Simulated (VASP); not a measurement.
Input of a VASP 6.6.1 run:

File INCAR:

```
  ALGO = Normal
  DIPOL = 0.5 0.5 0.330
  EDIFF = 1E-6
  ENCUT = 520
  GGA = PE
  GGA_COMPAT = False
  IDIPOL = 3
  ISIF = 2
  ISMEAR = 0
  LASPH = True
  LCHARG = False
  LDIPOL = True
  LREAL = False
  LWAVE = False
  NBANDS = 28
  NELM = 120
  NELMDL = -8
  PREC = Accurate
  SIGMA = 0.1
```

File KPOINTS:

```
k-points
0
Gamma
  9 3 1
```

Contents of POSCAR:

```
Al9O
1.0
    2.8535431553      0.0000000000      0.0000000000
   -1.4267715777      9.7014842378      0.0000000000
    0.0000000000      0.0000000000     20.2903703566
Al O
9 1
Direct
    0.5324432082      0.0648864163      0.1971378506
    0.6709612116      0.3419224231      0.2462112387
    0.2986648122      0.5973296244      0.2560259163
    0.9263684129      0.8527368258      0.2658405940
    0.0639544175      0.1277109188      0.3154271765
    0.1995835182      0.4042231282      0.3707799904
    0.8288001109      0.6596656509      0.3785021740
    0.4526153906      0.9110819271      0.3874246327
    0.5928518329      0.1827214114      0.4350617389
    1.0924854425      0.6814072012      0.4509234321
```

Potentials or basis: VASP PAW PBE potentials, release 64 (Al, O).

Launch:

```bash
$ cat potpaw_PBE.64/Al/POTCAR potpaw_PBE.64/O/POTCAR > POTCAR
$ mpirun -np 1 vasp_std > vasp.out
```

(1) Estimate the band gap on the k mesh.

(2) Estimate the largest force.

Results:

(1) zero (an odd number of electrons rules out a gap without spin polarisation).

(2) 2.257 eV/Å.

Caveat: an odd number of electrons without spin polarisation forces a metal; a magnetic or distorted state may lie lower.
